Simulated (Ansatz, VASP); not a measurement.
**One calculation of NiO, two programs**

INCAR

```
SYSTEM = NiO
ALGO = Normal
EDIFF = 1E-7
ENCUT = 520
GGA = PE
ISIF = 2
ISMEAR = -1
ISPIN = 2
LASPH = .True.
LCHARG = .False.
LMAXMIX = 4
LORBIT = 11
LREAL = .False.
LWAVE = .False.
MAGMOM = 0 2
NBANDS = 19
NELM = 150
PREC = Accurate
SIGMA = 0.03
```

File KPOINTS:

```
k-points
0
Gamma
  10 10 10
  0 0 0
```

POSCAR

```
NiO
1.0
    0.0000000000      2.0893000000      2.0893000000
    2.0893000000      0.0000000000      2.0893000000
    2.0893000000      2.0893000000      0.0000000000
O Ni
1 1
Direct
    0.5000000000      0.5000000000      0.5000000000
    0.0000000000      0.0000000000      0.0000000000
```

Input for Ansatz:

```yaml
crystal:
  lattice:
    - [0.0, 2.0893, 2.0893]
    - [2.0893, 0.0, 2.0893]
    - [2.0893, 2.0893, 0.0]
  atoms:
    - { symbol: O, position: [0.5, 0.5, 0.5] }
    - { symbol: Ni, position: [0.0, 0.0, 0.0], spin: 2.0 }
magnetization:
  spin_polarized: true
hamiltonian:
  xc: pbe
  pseudopotentials: { kind: paw }
basis:
  ecutwfc: 420
kpoints:
  mp_grid: { grid: [10, 10, 10] }
scf:
  occupations: { method: fermi_dirac, width: 0.03 }
  lower_state_search: "off"
output:
  forces: true
  stress: true
  write_density: true
  write_potential: true
  elf: true
  volumetric_format: npy
```

Alike in both runs: task single point; functional PBE; k mesh 10 × 10 × 10; occupations fermi-dirac, width 0.03 eV; collinear spin.

|  | VASP | Ansatz |
| --- | --- | --- |
| version | VASP 6.6.1 | Ansatz 0.2.0 |
| potentials or method | VASP PAW PBE potentials, release 64 (O, Ni), cutoff 520 eV | PAW, plane waves, scalar-relativistic |
| valence electrons in the cell | 16 | 24 |

|  | VASP | Ansatz | Ansatz less VASP |
| --- | --- | --- | --- |
| pressure (GPa) | 4.7 | 5.1 | +0.42 |
| net moment per atom (μB) | 0.86 | 0.88 | +0.019 |
| size of the moment on the site where the two differ most (μB) | 0.26 | 0.28 | +0.023 |

Site moments also hang on the region over which each program counts them. With one functional, cell and mesh, what is left measures potentials, basis and numerics. VASP's potentials hold 16 valence electrons a cell and Ansatz's 24, so a difference there can come from the potentials and not from the codes.
